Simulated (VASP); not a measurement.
# Fe: single point with LDA

The system is Fe.

```xyz
2
Lattice="2.4707 0.0000 0.0000 -1.2353 2.1397 0.0000 0.0000 0.0000 3.9046" Properties=species:S:1:pos:R:3 pbc="T T T"
Fe    0.0000    1.4265    0.9762
Fe    1.2353    0.7132    2.9285
```

This isn't the form of Fe at room conditions, which is bcc.

| Property | Result |
| --- | --- |
| Program | VASP 6.6.1 |
| Task | single point |
| Functional | LDA |
| Potentials or basis | VASP PAW LDA potentials, release 64 (Fe) |
| Cutoff | 520 eV |
| k mesh | 17 × 17 × 9 |
| Occupations | fermi-dirac, width 0.1 eV |
| Spin | no spin polarisation |

```yaml
Pressure: -22.5 GPa
Band_gap_on_the_k_mesh: zero (bands 8 and 9 overlap by 1.85 eV)
```

Stress tensor (GPa, compression positive):
```
-22.25   0.00   0.00
  0.00 -22.25   0.00
  0.00   0.00 -23.09
```

Levels at points of the mesh, in eV from the Fermi level:
```
           k point  band 4  band 5  band 6  band 7  band 8  band 9  band 10  band 11  band 12  band 13
(0.00, 0.00, 0.00)   -1.63   -1.51   -1.17   -1.17   -0.83   -0.83     0.61     0.71     0.71     8.66
```

Run time: 53 s on 1 thread of Intel Xeon 8259CL (shared host), peak memory 0.15 GiB.

Caveat: the cell stands under tension; the run has no spin polarisation, though such a crystal can be magnetic. Spin polarisation is off, so any magnetic state and its effect on volume and gap are missing.
